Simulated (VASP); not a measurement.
The system is PtS2.

```
Pt S
1.0
     1.76444    1.01870    5.52305
    -1.76444    1.01870    5.52305
     0.00000   -2.03740    5.52305
Pt S
1 2
Direct
  0.00000 0.00000 0.00000
  0.25830 0.25830 0.25830
  0.74170 0.74170 0.74170
```

Base run:

```yaml
Program: VASP 6.6.1
Functional: r2SCAN
Potentials_or_basis: VASP PAW PBE potentials, release 64 (Pt, S)
Cutoff: 520 eV
k_mesh: 8 × 8 × 8
Occupations: gaussian, width 0.01 eV
Spin: no spin polarisation
```

Its results: band gap on the k mesh 1.21 eV, indirect (least direct gap 1.42 eV); pressure 1.1 GPa; largest force 0.047 eV/Å.

Problem. The run is repeated on the same cell with these changes: k mesh from 8 × 8 × 8 to 4 × 4 × 4. What comes out?

Solution. Band gap on the k mesh 1.29 eV, indirect (least direct gap 1.42 eV); pressure 1.2 GPa; largest force 0.003 eV/Å.

Caveats: some runs use coarse meshes; the PAW data sets were made with another functional, which shifts forces and pressure a little; spin-orbit coupling is left out, which moves the levels of the heavy elements.

A k mesh can miss the band edges.
